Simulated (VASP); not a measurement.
# Ga3Se (Pm-3m) in VASP: a series of runs

Runs on Ga3Se. Level: PBEsol. Tasks: single point.

Everything below comes from runs of VASP 6.6.1. Logs are shortened: lines on timing, memory, paths and dates and some standing lists are left out, and cuts for length are marked.

**1. The cell of the first run**

Symmetry: Pm-3m, No. 221, cubic system. The conventional cell has a = 4.342 Å, b = 4.342 Å, c = 4.342 Å, α = 90.00°, β = 90.00°, γ = 90.00°. Within 4.0 Å of Se (site symmetry m-3m) lie 12 Ga at 3.07 Å. Ga (site symmetry 4/mmm) has 4 Se at 3.07 Å and 8 Ga at 3.07 Å within 4.0 Å.

**2. Single point, PBEsol**

INCAR reads:

```
SYSTEM = Ga3Se
PREC     = Accurate       ! precision mode
ENCUT    = 520            ! plane-wave cutoff, eV
EDIFF    = 1E-7           ! SCF threshold, eV
ISMEAR   = -1             ! smearing method
SIGMA    = 0.05           ! smearing width, eV
LREAL    = .False.        ! projectors in reciprocal space
LASPH    = .True.         ! aspherical terms in the spheres
NELM     = 60             ! most SCF steps
ALGO     = Normal         ! electronic algorithm
ISIF     = 2              ! what is computed and relaxed
LWAVE    = .False.        ! write WAVECAR
LCHARG   = .False.        ! write CHGCAR
GGA      = PS             ! functional
NBANDS   = 30             ! bands
```

KPOINTS reads:

```
Automatic mesh
0
Gamma
  6 6 6
  0 0 0
```

POSCAR reads:

```
Ga3Se
1.0
    4.3419811414      0.0000000000      0.0000000000
    0.0000000000      4.3419811414      0.0000000000
    0.0000000000      0.0000000000      4.3419811414
Se Ga
1 3
Direct
    0.0000000000      0.0000000000      0.0000000000
    0.5000000000      0.5000000000      0.0000000000
    0.5000000000      0.0000000000      0.5000000000
    0.0000000000      0.5000000000      0.5000000000
```

Potentials or basis: VASP PAW PBE potentials, release 64 (Se, Ga_d).

Command:

```
cat potpaw_PBE.64/Se/POTCAR potpaw_PBE.64/Ga_d/POTCAR > POTCAR
mpirun -np 1 vasp_std > vasp.out
```

OUTCAR:

```text
SYSTEM = Ga3Se
   PREC = Accurate
   ENCUT = 520
   EDIFF = 1E-7
   ISMEAR = -1
   LREAL = .False.
   LASPH = .True.
   NELM = 60
   ISIF = 2
   GGA = PS

 ion  position               nearest neighbor table
   1  0.000  0.000  0.000-
   2  0.500  0.500  0.000-
   3  0.500  0.000  0.500-
   4  0.000  0.500  0.500-

  LATTYP: Found a simple cubic cell.
 ALAT       =     4.3419811414

  Lattice vectors:

 A1 = (   4.3419811414,   0.0000000000,   0.0000000000)
 A2 = (   0.0000000000,   4.3419811414,   0.0000000000)
 A3 = (   0.0000000000,   0.0000000000,   4.3419811414)

Analysis of symmetry for initial positions (statically):
=====================================================================
 Subroutine PRICEL returns:
 Original cell was already a primitive cell.

 Routine SETGRP: Setting up the symmetry group for a
 simple cubic supercell.

 Subroutine GETGRP returns: Found 48 space group operations
 (whereof 48 operations were pure point group operations)
 out of a pool of 48 trial point group operations.

The static configuration has the point symmetry O_h .

Analysis of symmetry for dynamics (positions and initial velocities):
=====================================================================
 Subroutine PRICEL returns:
 Original cell was already a primitive cell.

 Routine SETGRP: Setting up the symmetry group for a
 simple cubic supercell.

 Subroutine GETGRP returns: Found 48 space group operations
 (whereof 48 operations were pure point group operations)
 out of a pool of 48 trial point group operations.

The dynamic configuration has the point symmetry O_h .

 Subroutine INISYM returns: Found 48 space group operations
 (whereof 48 operations are pure point group operations),
 and found     1 'primitive' translations

----------------------------------------------------------------------------------------

                                     Primitive cell

  volume of cell :      81.8585

  direct lattice vectors                    reciprocal lattice vectors
     4.341981141  0.000000000  0.000000000     0.230309614  0.000000000  0.000000000
     0.000000000  4.341981141  0.000000000     0.000000000  0.230309614  0.000000000
     0.000000000  0.000000000  4.341981141     0.000000000  0.000000000  0.230309614

  length of vectors
     4.341981141  4.341981141  4.341981141     0.230309614  0.230309614  0.230309614

  position of ions in fractional coordinates (direct lattice)
     0.000000000  0.000000000  0.000000000
     0.500000000  0.500000000  0.000000000
     0.500000000  0.000000000  0.500000000
     0.000000000  0.500000000  0.500000000

  ion indices of the primitive-cell ions
   primitive index   ion index
                 1           1
                 2           2
                 3           3
                 4           4

----------------------------------------------------------------------------------------

 KPOINTS: Automatic mesh

Automatic generation of k-mesh.
 Grid dimensions read from file:
 generate k-points for:    6    6    6

 Generating k-lattice:

  Cartesian coordinates                     Fractional coordinates (reciprocal lattice)
     0.038384936  0.000000000  0.000000000     0.166666667  0.000000000  0.000000000
     0.000000000  0.038384936  0.000000000     0.000000000  0.166666667  0.000000000
     0.000000000  0.000000000  0.038384936     0.000000000  0.000000000  0.166666667

  Length of vectors
     0.038384936  0.038384936  0.038384936

  Shift w.r.t. Gamma in fractional coordinates (k-lattice)
     0.000000000  0.000000000  0.000000000

 Subroutine IBZKPT returns following result:
 ===========================================

 Found     20 irreducible k-points:

 Following reciprocal coordinates:
            Coordinates               Weight
  0.000000  0.000000  0.000000      1.000000
  0.166667  0.000000  0.000000      6.000000
  0.333333  0.000000  0.000000      6.000000
  0.500000  0.000000  0.000000      3.000000
  0.166667  0.166667  0.000000     12.000000
  0.333333  0.166667  0.000000     24.000000
[... 12 lines left out ...]
  0.500000  0.500000  0.333333      6.000000
  0.500000  0.500000  0.500000      1.000000
   k-points           NKPTS =     20   k-points in BZ     NKDIM =     20   number of bands    NBANDS=     30
   number of dos      NEDOS =    301   number of ions     NIONS =      4
   total plane-waves  NPLWV =  32768
   dimension x,y,z NGX =    32 NGY =   32 NGZ =   32
   dimension x,y,z NGXF=    64 NGYF=   64 NGZF=   64
   ions per type =               1   3
   NGX,Y,Z   is equivalent  to a cutoff of  12.25, 12.25, 12.25 a.u.
   NGXF,Y,Z  is equivalent  to a cutoff of  24.50, 24.50, 24.50 a.u.
 SYSTEM =  Ga3Se
   PREC   = accura    normal or accurate (medium, high low for compatibility)
   ISTART =      0    job   : 0-new  1-cont  2-samecut
   ICHARG =      2    charge: 1-file 2-atom 10-const
   ISPIN  =      1    spin polarized calculation?
   LNONCOLLINEAR =      F non collinear calculations
   LSORBIT =      F    spin-orbit coupling
   LASPH  =      T    aspherical Exc in radial PAW
   ENCUT  =  520.0 eV  38.22 Ry    6.18 a.u.   8.07  8.07  8.07*2*pi/ulx,y,z
   NELM   =     60;   NELMIN=  2; NELMDL= -5     # of ELM steps
   EDIFF  = 0.1E-06   stopping-criterion for ELM
   LREAL  =      F    real-space projection
   EDIFFG = 0.1E-05   stopping-criterion for IOM
   NSW    =      0    number of steps for IOM
   IBRION =     -1    ionic relax: 0-MD 1-quasi-New 2-CG
   NFREE  =      0    steps in history (QN), initial steepest desc. (CG)
   ISIF   =      2    stress and relaxation
   ISYM   =      2    0-nonsym 1-usesym 2-fastsym
   POTIM  = 0.5000    time-step for ionic-motion
   TEBEG  =    0.0;   TEEND  =   0.0 temperature during run
   PSTRESS=    0.0 pullay stress
   NELECT =      45.0000    total number of electrons
   NUPDOWN=      -1.0000    fix difference up-down
   EMIN   =  10.00;   EMAX   =-10.00  energy-range for DOS
   EFERMI =   0.00;   METHOD = LEGACY
   ISMEAR =    -1;   SIGMA  =   0.05  broadening in eV -4-tet -1-fermi 0-gaus
   EFERMI_NEDOS =   21; number of points for ismear=-14 and -15
   IALGO  =     38    algorithm
   IMIX   =      4    mixing-type and parameters
     AMIX     =   0.40;   BMIX     =  1.00
     AMIX_MAG =   1.60;   BMIX_MAG =  1.00
  volume/ion in A,a.u.               =      20.46       138.10
  Fermi-wavevector in a.u.,A,eV,Ry     =   1.341089  2.534292 24.470361  1.798521
  Thomas-Fermi vector in A             =   2.469351
   LORBIT       =      0    0 simple, 1 ext, 2 COOP (PROOUT), +10 PAW based schemes
   GGA     = PS    functional components
   LHFCALC =     F    Hartree Fock is set to
   AEXX    =    0.0000 exact exchange contribution
   IVDW    =     0    specifies the selected vdW correction
   LEPSILON=     F    determine dielectric tensor
   LRPA    =     F    only Hartree local field effects (RPA)
 non-spin polarized calculation
  energy-cutoff  :      520.00
  volume of cell :       81.86
 maximum number of plane-waves:      2272
   NGX = 17   NGY = 17   NGZ = 17

 number of electron      45.0000082 magnetization

 Free energy of the ion-electron system (eV)
  ---------------------------------------------------
  ext. energy  EPLUGINS =         0.00000000
  ---------------------------------------------------
  free energy    TOTEN  =       -14.02746289 eV

  energy without entropy =      -14.01763211  energy(sigma->0) =      -14.02254750

 E-fermi :   5.0311     XC(G=0): -10.7021

 val. band max:        4.9433635816   @ k =   0.3333   0.1667   0.1667
 cond. band min:       5.1243725106   @ k =   0.1667   0.1667   0.0000
 fundamental gap:      0.1810089290
 Fermi energy:         5.0311040107

 k-point     1 :       0.0000    0.0000    0.0000
  band No.  band energies     occupation
      1      -9.9846      2.00000
      2      -9.9373      2.00000
      3      -9.9373      2.00000
      4      -9.9373      2.00000
      5      -9.8762      2.00000
      6      -9.8762      2.00000
[... 22 lines left out ...]
     29      11.1877      0.00000
     30      12.2752      0.00000

 k-point     2 :       0.1667    0.0000    0.0000
  band No.  band energies     occupation
      1      -9.9612      2.00000
      2      -9.9335      2.00000
      3      -9.9215      2.00000
      4      -9.9215      2.00000
      5      -9.8737      2.00000
      6      -9.8644      2.00000
[... 22 lines left out ...]
     29      11.9791      0.00000
     30      12.4595      0.00000

 k-point     3 :       0.3333    0.0000    0.0000
  band No.  band energies     occupation
      1      -9.9253      2.00000
      2      -9.9060      2.00000
      3      -9.8786      2.00000
      4      -9.8786      2.00000
      5      -9.8667      2.00000
      6      -9.8349      2.00000
[... 22 lines left out ...]
     29      11.8650      0.00000
     30      12.2756      0.00000

 k-point     4 :       0.5000    0.0000    0.0000
  band No.  band energies     occupation
      1      -9.9208      2.00000
      2      -9.8765      2.00000
      3      -9.8429      2.00000
      4      -9.8389      2.00000
      5      -9.8389      2.00000
      6      -9.8130      2.00000
[... 22 lines left out ...]
     29       9.9911      0.00000
     30      11.5173      0.00000

 k-point     5 :       0.1667    0.1667    0.0000
  band No.  band energies     occupation
      1      -9.9436      2.00000
      2      -9.9239      2.00000
      3      -9.9116      2.00000
      4      -9.9086      2.00000
      5      -9.8666      2.00000
      6      -9.8557      2.00000
[... 22 lines left out ...]
     29      11.9295      0.00000
     30      12.3950      0.00000
[... 394 lines left out ...]
     29      12.2463      0.00000
     30      13.4937      0.00000

 k-point    18 :       0.5000    0.3333    0.3333
  band No.  band energies     occupation
      1      -9.9990      2.00000
      2      -9.8807      2.00000
      3      -9.8630      2.00000
      4      -9.8601      2.00000
      5      -9.8570      2.00000
      6      -9.8551      2.00000
[... 22 lines left out ...]
     29      12.5702      0.00000
     30      12.7140      0.00000

 k-point    19 :       0.5000    0.5000    0.3333
  band No.  band energies     occupation
      1     -10.0243      2.00000
      2      -9.8717      2.00000
      3      -9.8717      2.00000
      4      -9.8705      2.00000
      5      -9.8566      2.00000
      6      -9.8566      2.00000
[... 22 lines left out ...]
     29      12.6740      0.00000
     30      13.6882      0.00000

 k-point    20 :       0.5000    0.5000    0.5000
  band No.  band energies     occupation
      1     -10.0528      2.00000
      2      -9.8784      2.00000
      3      -9.8784      2.00000
      4      -9.8784      2.00000
      5      -9.8614      2.00000
      6      -9.8614      2.00000
[... 22 lines left out ...]
     29      14.0610      0.00000
     30      14.0610      0.00000

------------------------ aborting loop because EDIFF is reached ----------------------------------------

  FORCE on cell =-STRESS in cart. coord.  units (eV):
  Direction    XX          YY          ZZ          XY          YZ          ZX
  --------------------------------------------------------------------------------------
  -------------------------------------------------------------------------------------
  Total       -0.5968757     -0.5968757     -0.5968757     -0.0000000     -0.0000000     -0.0000000
  in kB      -11.6823619    -11.6823619    -11.6823619     -0.0000000     -0.0000000     -0.0000000
  external PRESSURE =     -11.6823619 kB  Pullay stress =       0.0000000 kB

 VOLUME and BASIS-vectors are now :
 -----------------------------------------------------------------------------
  energy-cutoff  :      520.00
  volume of cell :       81.86
      direct lattice vectors                 reciprocal lattice vectors
     4.341981141  0.000000000  0.000000000     0.230309614  0.000000000  0.000000000
     0.000000000  4.341981141  0.000000000     0.000000000  0.230309614  0.000000000
     0.000000000  0.000000000  4.341981141     0.000000000  0.000000000  0.230309614

 POSITION                                       TOTAL-FORCE (eV/Angst)
 -----------------------------------------------------------------------------------
      0.00000      0.00000      0.00000         0.000000      0.000000      0.000000
      2.17099      2.17099      0.00000         0.000000      0.000000      0.000000
      2.17099      0.00000      2.17099         0.000000      0.000000      0.000000
      0.00000      2.17099      2.17099         0.000000      0.000000      0.000000
 -----------------------------------------------------------------------------------
    total drift:                                0.000000     -0.000000     -0.000000

  FREE ENERGIE OF THE ION-ELECTRON SYSTEM (eV)
  ---------------------------------------------------
  free  energy   TOTEN  =       -14.0274628901 eV

  energy  without entropy=      -14.0176321120  energy(sigma->0) =      -14.02254750
```

Wall time 15 s (1 thread of Intel Xeon 6975P-C (Granite Rapids), shared host); peak memory 0.19 GiB.

What came out:

| Property | Result |
| --- | --- |
| Free energy | -14.0275 eV |
| Pressure | -1.2 GPa |

Caveat: the PAW data sets were made with another functional, which shifts forces and pressure a little.

**3. Single point, PBEsol**

This run uses another cell than the first one, of 20.90 Å³/atom, 1.021 times its volume.

INCAR reads:

```
SYSTEM = Ga3Se
ALGO = Normal
EDIFF = 1E-7
ENCUT = 520
GGA = PS
ISIF = 2
ISMEAR = -1
LASPH = .True.
LCHARG = .False.
LREAL = .False.
LWAVE = .False.
NBANDS = 30
NELM = 80
PREC = Accurate
SIGMA = 0.05
```

KPOINTS reads:

```
k-points
0
Gamma
  6 6 6
  0 0 0
```

POSCAR reads:

```
Ga3Se
1.0
    4.3725594808      0.0000000000      0.0000000000
    0.0000000000      4.3725594808      0.0000000000
    0.0000000000      0.0000000000      4.3725594808
Se Ga
1 3
Direct
    0.0000000000      0.0000000000      0.0000000000
    0.5000000000      0.5000000000      0.0000000000
    0.5000000000      0.0000000000      0.5000000000
    0.0000000000      0.5000000000      0.5000000000
```

Potentials or basis: VASP PAW PBE potentials, release 64 (Se, Ga_d).

Command:

```
cat potpaw_PBE.64/Se/POTCAR potpaw_PBE.64/Ga_d/POTCAR > POTCAR
mpirun -np 1 vasp_std > vasp.out
```

It took 20 s on 1 thread of Intel Xeon 6975P-C (Granite Rapids), shared host; peak memory 0.22 GiB.

It converged, with:

| Item | Value |
| --- | --- |
| Free energy | -14.0097 eV |
| Pressure | -2.1 GPa |

Levels at points of the mesh, in eV from the Fermi level:
```tsv
k point	band 19	band 20	band 21	band 22	band 23	band 24	band 25	band 26	band 27	band 28
(0.00, 0.00, 0.00)	-3.89	-3.89	-2.77	-2.77	1.67	1.67	1.67	4.50	4.50	4.50
(0.50, 0.00, 0.00)	-2.90	-2.90	-2.01	-1.06	-0.33	-0.33	1.08	4.20	4.31	4.31
(0.50, 0.50, 0.00)	-6.53	-2.23	-0.84	-0.61	-0.61	1.47	1.63	1.63	1.88	5.49
(0.50, 0.50, 0.50)	-5.10	-5.10	-5.10	-5.10	-3.65	4.16	4.16	4.16	8.85	8.86
```

Caveat: the PAW data sets were made with another functional, which shifts forces and pressure a little.

**4. Single point, PBEsol**

This run uses another cell than the first one, of 21.34 Å³/atom, 1.043 times its volume.

INCAR reads:

```
SYSTEM = Ga3Se
PREC = Accurate ; ENCUT = 520
EDIFF = 1E-6 ; ISMEAR = -1
SIGMA = 0.05 ; LREAL = .False.
LASPH = .True. ; NELM = 100
ALGO = Normal ; ISIF = 2
LWAVE = .False. ; LCHARG = .False.
GGA = PS ; NBANDS = 30
```

KPOINTS reads:

```
Automatic mesh
0
Gamma
  6 6 6
  0 0 0
```

POSCAR reads:

```
Ga3Se
1.0
    4.4027160164      0.0000000000      0.0000000000
    0.0000000000      4.4027160164      0.0000000000
    0.0000000000      0.0000000000      4.4027160164
Se Ga
1 3
Direct
    0.0000000000      0.0000000000      0.0000000000
    0.5000000000      0.5000000000      0.0000000000
    0.5000000000      0.0000000000      0.5000000000
    0.0000000000      0.5000000000      0.5000000000
```

Command:

```
cat potpaw_PBE.64/Se/POTCAR potpaw_PBE.64/Ga_d/POTCAR > POTCAR
mpirun -np 1 vasp_std > vasp.out
```

Run time: 17 s. Hardware: 1 thread of Intel Xeon 6975P-C (Granite Rapids), shared host; peak memory 0.21 GiB.

The run converged. Its results:

```yaml
Free_energy: -13.9827 eV
Pressure: -2.8 GPa
```

Levels at points of the mesh, in eV from the Fermi level:
```tsv
k point	band 21	band 22	band 23	band 24	band 25	band 26
(0.00, 0.00, 0.00)	-2.81	-2.81	1.64	1.64	1.64	4.45
(0.50, 0.00, 0.00)	-2.08	-1.04	-0.30	-0.30	1.12	4.09
(0.50, 0.50, 0.00)	-0.82	-0.65	-0.65	1.42	1.64	1.64
(0.50, 0.50, 0.50)	-4.98	-4.98	-3.57	4.07	4.07	4.07
```

Caveat: the PAW data sets were made with another functional, which shifts forces and pressure a little.

**5. Single point, PBEsol**

This run uses another cell than the first one, of 21.77 Å³/atom, 1.064 times its volume.

INCAR reads:

```
SYSTEM = Ga3Se
  ALGO = Normal
  EDIFF = 1E-7
  ENCUT = 520
  GGA = PS
  ISIF = 2
  ISMEAR = -1
  LASPH = .True.
  LCHARG = .False.
  LREAL = .False.
  LWAVE = .False.
  NBANDS = 30
  NELM = 60
  PREC = Accurate
  SIGMA = 0.05
```

KPOINTS reads:

```
k-points
0
Gamma
  6 6 6
  0 0 0
```

POSCAR reads:

```
Ga3Se
1.0
    4.4324650000      0.0000000000      0.0000000000
    0.0000000000      4.4324650000      0.0000000000
    0.0000000000      0.0000000000      4.4324650000
Se Ga
1 3
Direct
    0.0000000000      0.0000000000      0.0000000000
    0.5000000000      0.5000000000      0.0000000000
    0.5000000000      0.0000000000      0.5000000000
    0.0000000000      0.5000000000      0.5000000000
```

Command:

```
cat potpaw_PBE.64/Se/POTCAR potpaw_PBE.64/Ga_d/POTCAR > POTCAR
mpirun -np 1 vasp_std > vasp.out
```

Wall time 20 s (1 thread of Intel Xeon 6975P-C (Granite Rapids), shared host); peak memory 0.22 GiB.

Results (log left out):

```yaml
Free_energy: -13.9478 eV
Pressure: -3.6 GPa
```

Levels at points of the mesh, in eV from the Fermi level:
| k point | band 20 | band 21 | band 22 | band 23 | band 24 | band 25 | band 26 | band 27 |
| --- | --- | --- | --- | --- | --- | --- | --- | --- |
| (0.00, 0.00, 0.00) | -3.72 | -2.84 | -2.84 | 1.61 | 1.61 | 1.61 | 4.39 | 4.39 |
| (0.50, 0.00, 0.00) | -2.78 | -2.16 | -1.03 | -0.27 | -0.27 | 1.15 | 3.99 | 4.17 |
| (0.50, 0.50, 0.00) | -2.14 | -0.81 | -0.69 | -0.69 | 1.36 | 1.65 | 1.65 | 1.86 |
| (0.50, 0.50, 0.50) | -4.87 | -4.87 | -4.87 | -3.49 | 3.97 | 3.97 | 3.97 | 8.52 |

Caveat: the PAW data sets were made with another functional, which shifts forces and pressure a little.

(Part 1 of 2 ends here.)
